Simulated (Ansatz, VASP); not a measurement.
## One calculation of HfH2, two programs

```
Hf H
1.0
    -1.73900    1.73900    2.22411
     1.73900   -1.73900    2.22411
     1.73900    1.73900   -2.22411
Hf H
1 2
Direct
  0.00000 0.00000 0.00000
  0.75000 0.25000 0.50000
  0.25000 0.75000 0.50000
```

Change from the starting cell: zz strain of +2 %.

Alike in both runs: task single point; functional LDA; k mesh 12 × 12 × 12; occupations fermi-dirac, width 0.03 eV; no spin polarisation.

|  | VASP | Ansatz |
| --- | --- | --- |
| version | VASP 6.6.1 | Ansatz 0.2.0 |
| potentials or method | VASP PAW LDA potentials, release 64 (Hf_pv, H), cutoff 520 eV | all-electron LAPW, scalar-relativistic |

```tsv
	VASP	Ansatz	Ansatz less VASP
pressure (GPa)	-10.8	-10.7	+0.18
traceless stress, the component that is largest in VASP (GPa)	-0.98	-1.00	-0.024
```

LDA's correlation is that of Perdew and Zunger in VASP and of Perdew and Wang (1992) in Ansatz. Ansatz ran all-electron here, and VASP with PAW potentials.

Spin-orbit coupling is off throughout.
